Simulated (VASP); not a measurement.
Wanted: the native input for a VASP 6.6.1 run.

| Property | Result |
| --- | --- |
| Task | electric field gradients |
| Functional | PBEsol |
| Potentials or basis | VASP PAW PBE potentials, release 64 (Na_pv, H) |
| Cutoff | 400 eV |
| k mesh | 11 × 11 × 11 |
| Occupations | fermi-dirac, width 0.02 eV |
| Spin | no spin polarisation |
| Dipole correction | no |
| Further INCAR settings | ALGO = Normal; EDIFF = 1e-08; NBANDS = 11 |

The structure of NaH lies in POSCAR:

```
NaH
1.0
    0.0000000000      2.3541687701      2.3541687701
    2.3541687701      0.0000000000      2.3541687701
    2.3541687701      2.3541687701      0.0000000000
Na H
1 1
Direct
    0.0000000000      0.0000000000      0.0000000000
    0.5000000000      0.5000000000      0.5000000000
```

This cell differs from its parent crystal: volume scaled by 0.96.

The input as run:

INCAR

```
PREC     = Accurate       # precision mode
ENCUT    = 400            # plane-wave cutoff, eV
EDIFF    = 1E-8           # SCF threshold, eV
ISMEAR   = -1             # smearing method
SIGMA    = 0.02           # smearing width, eV
LREAL    = False          # projectors in reciprocal space
LASPH    = True           # aspherical terms in the spheres
NELM     = 120            # most SCF steps
ALGO     = Normal         # electronic algorithm
ISIF     = 2              # what is computed and relaxed
LWAVE    = False          # write WAVECAR
LCHARG   = False          # write CHGCAR
GGA      = PS             # functional
LEFG     = True         
NBANDS   = 11             # bands
GGA_COMPAT= False
```

KPOINTS

```
Automatic mesh
0
Gamma
  11 11 11
```

Potentials or basis: VASP PAW PBE potentials, release 64 (Na_pv, H).

The run is started by

```sh
$ cat potpaw_PBE.64/Na_pv/POTCAR potpaw_PBE.64/H/POTCAR > POTCAR
$ mpirun -np 1 vasp_std > vasp.out
```

It gave:

| Property | Result |
| --- | --- |
| Pressure | 0.9 GPa |
| Band gap on the k mesh | 3.90 eV, indirect (least direct gap 4.73 eV) |

Caveat: without QUAD_EFG the Cq values of the log hold for a quadrupole moment of 1 mb, not for the nuclei; the PAW data sets were made with another functional, which shifts forces and pressure a little.

Wall time 15 s on 1 thread of Intel Xeon 8259CL, with other jobs on the host, peak memory 0.14 GiB.
